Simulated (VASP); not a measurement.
# Si4Ge (P3m1) in VASP: single point with PBE

Aim: the single point of Si4Ge with PBE.

Everything below comes from runs of VASP 6.6.1. Logs are shortened: lines on timing, memory, paths and dates and some standing lists are left out, and cuts for length are marked.

## (1) The cell of the first run

The structure is trigonal, space group P3m1 (No. 156). Conventional cell: a = 5.087 Å, b = 5.087 Å, c = 6.652 Å, α = 90.00°, β = 90.00°, γ = 120.00°. Si (site symmetry m) has 5 Si at 2.39 to 2.65 Å and 1 Ge at 2.49 Å within 3.2 Å. Si (site symmetry 3m) has 3 Si at 2.39 Å and 1 Ge at 2.85 Å within 3.2 Å. Within 3.3 Å of Ge (site symmetry 3m) lie 4 Si at 2.49 to 2.85 Å.

The cell was generated, and may not be a known phase.

## (2) Single point, PBE

The input, INCAR:

```
PREC = Accurate ; ENCUT = 500
EDIFF = 1E-6 ; ISMEAR = 0
SIGMA = 0.2 ; LREAL = False
LASPH = True ; NELM = 120
ALGO = Normal ; ISIF = 2
LWAVE = False ; LCHARG = False
GGA = PE ; NBANDS = 23
GGA_COMPAT = False
```

The input, KPOINTS:

```
Automatic mesh
0
Gamma
  5 5 3
```

The input, POSCAR:

```
Si4Ge
1.0
    5.0865642680     -0.0000000039      0.0000000000
   -2.5432821306      4.4050938760      0.0000000000
    0.0000000000      0.0000000000      6.6520543214
Si Ge
4 1
Direct
    0.8265533539      0.1734466461      0.7762082476
    0.8265533539      0.6531067079      0.7762082476
    0.3468932921      0.1734466461      0.7762082476
    0.0000000000      0.0000000000      0.0520820125
    0.0000000000      0.0000000000      0.4805290349
```

Potentials or basis: VASP PAW PBE potentials, release 64 (Si, Ge_d).

On the command line:

```sh
> cat potpaw_PBE.64/Si/POTCAR potpaw_PBE.64/Ge_d/POTCAR > POTCAR
> mpirun -np 1 vasp_std > vasp.out
```

OUTCAR:

```text
PREC = Accurate
   ENCUT = 500
   EDIFF = 1E-6
   ISMEAR = 0
   LREAL = False
   LASPH = True
   NELM = 120
   ISIF = 2
   GGA = PE

 ion  position               nearest neighbor table
   1  0.827  0.173  0.776-   4 2.39   2 2.44   3 2.44   5 2.49   2 2.65   3 2.65
   2  0.827  0.653  0.776-   4 2.39   1 2.44   3 2.44   5 2.49   1 2.65   3 2.65
   3  0.347  0.173  0.776-   4 2.39   2 2.44   1 2.44   5 2.49   2 2.65   1 2.65
   4  0.000  0.000  0.052-   2 2.39   3 2.39   1 2.39   5 2.85
   5  0.000  0.000  0.481-   2 2.49   3 2.49   1 2.49   4 2.85

  LATTYP: Found a hexagonal cell.
 ALAT       =     5.0865642680
 C/A-ratio  =     1.3077696400

  Lattice vectors:

 A1 = (   5.0865642680,  -0.0000000039,   0.0000000000)
 A2 = (  -2.5432821306,   4.4050938760,   0.0000000000)
 A3 = (   0.0000000000,   0.0000000000,   6.6520543214)

Analysis of symmetry for initial positions (statically):
=====================================================================
 Subroutine PRICEL returns:
 Original cell was already a primitive cell.

 Routine SETGRP: Setting up the symmetry group for a
 hexagonal supercell.

 Subroutine GETGRP returns: Found  6 space group operations
 (whereof  6 operations were pure point group operations)
 out of a pool of 24 trial point group operations.

The static configuration has the point symmetry C_3v.

Analysis of symmetry for dynamics (positions and initial velocities):
=====================================================================
 Subroutine PRICEL returns:
 Original cell was already a primitive cell.

 Routine SETGRP: Setting up the symmetry group for a
 hexagonal supercell.

 Subroutine GETGRP returns: Found  6 space group operations
 (whereof  6 operations were pure point group operations)
 out of a pool of 24 trial point group operations.

The dynamic configuration has the point symmetry C_3v.

 Subroutine INISYM returns: Found  6 space group operations
 (whereof  6 operations are pure point group operations),
 and found     1 'primitive' translations

----------------------------------------------------------------------------------------

                                     Primitive cell

  volume of cell :     149.0512

  direct lattice vectors                    reciprocal lattice vectors
     5.086564268 -0.000000004  0.000000000     0.196596356  0.113504959  0.000000000
    -2.543282131  4.405093876  0.000000000     0.000000000  0.227009918  0.000000000
[... 80 lines left out ...]
   EDIFFG = 0.1E-04   stopping-criterion for IOM
   NSW    =      0    number of steps for IOM
   IBRION =     -1    ionic relax: 0-MD 1-quasi-New 2-CG
   NFREE  =      0    steps in history (QN), initial steepest desc. (CG)
   ISIF   =      2    stress and relaxation
   ISYM   =      2    0-nonsym 1-usesym 2-fastsym
   POTIM  = 0.5000    time-step for ionic-motion
   TEBEG  =    0.0;   TEEND  =   0.0 temperature during run
   PSTRESS=    0.0 pullay stress
   NELECT =      30.0000    total number of electrons
   NUPDOWN=      -1.0000    fix difference up-down
   EMIN   =  10.00;   EMAX   =-10.00  energy-range for DOS
   EFERMI =   0.00;   METHOD = LEGACY
   ISMEAR =     0;   SIGMA  =   0.20  broadening in eV -4-tet -1-fermi 0-gaus
   EFERMI_NEDOS =   21; number of points for ismear=-14 and -15
   IALGO  =     38    algorithm
   IMIX   =      4    mixing-type and parameters
     AMIX     =   0.40;   BMIX     =  1.00
     AMIX_MAG =   1.60;   BMIX_MAG =  1.00
  volume/ion in A,a.u.               =      29.81       201.17
  Fermi-wavevector in a.u.,A,eV,Ry     =   0.959408  1.813019 12.523674  0.920464
  Thomas-Fermi vector in A             =   2.088602
   LORBIT       =      0    0 simple, 1 ext, 2 COOP (PROOUT), +10 PAW based schemes
   GGA     = PE    functional components
   LHFCALC =     F    Hartree Fock is set to
   AEXX    =    0.0000 exact exchange contribution
   IVDW    =     0    specifies the selected vdW correction
   LEPSILON=     F    determine dielectric tensor
   LRPA    =     F    only Hartree local field effects (RPA)
 non-spin polarized calculation
 Gauss-broadening in eV      SIGMA  =   0.20
  energy-cutoff  :      500.00
  volume of cell :      149.05
 maximum number of plane-waves:      3804
 NGX is ok and might be reduce to    40
   NGX = 19   NGY = 19   NGZ = 25

 number of electron      29.9999999 magnetization

 Free energy of the ion-electron system (eV)
  ---------------------------------------------------
  ext. energy  EPLUGINS =         0.00000000
  ---------------------------------------------------
  free energy    TOTEN  =       -23.24639928 eV

  energy without entropy =      -23.22074153  energy(sigma->0) =      -23.23357040

 E-fermi :   2.3556     XC(G=0):  -7.5738

 val. band max:        2.1191329107   @ k =   0.4000   0.0000   0.3333
 cond. band min:       2.3683549347   @ k =   0.2000   0.2000   0.0000
 fundamental gap:      0.2492220241
 Fermi energy:         2.3555701499

 k-point     1 :       0.0000    0.0000    0.0000
  band No.  band energies     occupation
      1     -21.6880      2.00000
      2     -21.6880      2.00000
      3     -21.6798      2.00000
      4     -21.6756      2.00000
      5     -21.6756      2.00000
      6      -9.7003      2.00000
[... 301 lines left out ...]
     22       7.5031      0.00000
     23       7.8844      0.00000

------------------------ aborting loop because EDIFF is reached ----------------------------------------

  FORCE on cell =-STRESS in cart. coord.  units (eV):
  Direction    XX          YY          ZZ          XY          YZ          ZX
  --------------------------------------------------------------------------------------
  -------------------------------------------------------------------------------------
  Total       -0.1421066     -0.1421066     -0.1058583     -0.0000000     -0.0000000      0.0000000
  in kB       -1.5275287     -1.5275287     -1.1378890     -0.0000000     -0.0000000      0.0000000
  external PRESSURE =      -1.3976488 kB  Pullay stress =       0.0000000 kB

 VOLUME and BASIS-vectors are now :
 -----------------------------------------------------------------------------
  energy-cutoff  :      500.00
  volume of cell :      149.05
      direct lattice vectors                 reciprocal lattice vectors
     5.086564268 -0.000000004  0.000000000     0.196596356  0.113504959  0.000000000
    -2.543282131  4.405093876  0.000000000     0.000000000  0.227009918  0.000000000
     0.000000000  0.000000000  6.652054321     0.000000000  0.000000000  0.150329500

 POSITION                                       TOTAL-FORCE (eV/Angst)
 -----------------------------------------------------------------------------------
      3.76319      0.76405      5.16338        -0.051556      0.029766      0.009380
      2.54328      2.87700      5.16338        -0.000000     -0.059532      0.009380
      1.32337      0.76405      5.16338         0.051556      0.029766      0.009380
      0.00000      0.00000      0.34645        -0.000000      0.000000     -0.026342
      0.00000      0.00000      3.19651        -0.000000      0.000000     -0.001798
 -----------------------------------------------------------------------------------
    total drift:                               -0.000000     -0.000000     -0.000036

  FREE ENERGIE OF THE ION-ELECTRON SYSTEM (eV)
  ---------------------------------------------------
  free  energy   TOTEN  =       -23.2463992772 eV

  energy  without entropy=      -23.2207415286  energy(sigma->0) =      -23.23357040
```

OSZICAR:

```text
N       E                     dE             d eps       ncg     rms          rms(c)
DAV:   1     0.165740195683E+03    0.16574E+03   -0.12528E+04   652   0.158E+03
DAV:   2    -0.326048711612E+00   -0.16607E+03   -0.15674E+03   616   0.445E+02
DAV:   3    -0.230874675063E+02   -0.22761E+02   -0.22416E+02   672   0.103E+02
DAV:   4    -0.240509758189E+02   -0.96351E+00   -0.96269E+00   707   0.244E+01
DAV:   5    -0.240839513964E+02   -0.32976E-01   -0.32974E-01   805   0.444E+00    0.634E+00
DAV:   6    -0.233663712463E+02    0.71758E+00   -0.10278E+00   706   0.500E+00    0.352E+00
DAV:   7    -0.232392967814E+02    0.12707E+00   -0.68586E-01   706   0.334E+00    0.106E+00
DAV:   8    -0.232427778409E+02   -0.34811E-02   -0.94615E-02   657   0.185E+00    0.408E-01
DAV:   9    -0.232437542880E+02   -0.97645E-03   -0.11507E-02   679   0.544E-01    0.206E-01
DAV:  10    -0.232456003059E+02   -0.18460E-02   -0.21286E-03   677   0.301E-01    0.807E-02
DAV:  11    -0.232463298043E+02   -0.72950E-03   -0.84070E-04   679   0.155E-01    0.296E-02
DAV:  12    -0.232463532619E+02   -0.23458E-04   -0.12098E-04   672   0.727E-02    0.198E-02
DAV:  13    -0.232463984553E+02   -0.45193E-04   -0.51637E-05   637   0.431E-02    0.642E-03
DAV:  14    -0.232463992772E+02   -0.82191E-06   -0.10864E-06   601   0.938E-03
   1 F= -.23246399E+02 E0= -.23233570E+02  d E =-.256577E-01
```

stdout:

```text
POSCAR found type information on POSCAR SiGe
 POSCAR found :  2 types and       5 ions
 scaLAPACK will be used
 LDA part: xc-table for (Slater+PW92), standard interpolation
 POSCAR, INCAR and KPOINTS ok, starting setup
 FFT: planning ... GRIDC
 FFT: planning ... GRID_SOFT
 FFT: planning ... GRID
 WAVECAR not read
 entering main loop
```

Wall time 54 s (1 thread of Intel Xeon 8259CL, shared host); peak memory 0.23 GiB.

Results:

- Free energy: -23.2464 eV
- Pressure: -0.1 GPa
- Largest force: 0.060 eV/Å
- Band gap on the k mesh: zero (bands 15 and 16 overlap by 1.44 eV)

Forces in eV/Å, atoms in the order of the input:
```
Si  -0.052  0.030  0.009
Si   0.000 -0.060  0.009
Si   0.052  0.030  0.009
Si   0.000  0.000 -0.026
Ge   0.000  0.000 -0.002
```

Levels at points of the mesh, in eV from the Fermi level:
| k point | band 13 | band 14 | band 15 | band 16 | band 17 | band 18 |
| --- | --- | --- | --- | --- | --- | --- |
| (0.00, 0.00, 0.00) | -2.33 | -0.65 | -0.65 | 0.69 | 2.44 | 2.46 |

The gap in the log of VASP goes by the Fermi energy; the results here count the filled bands.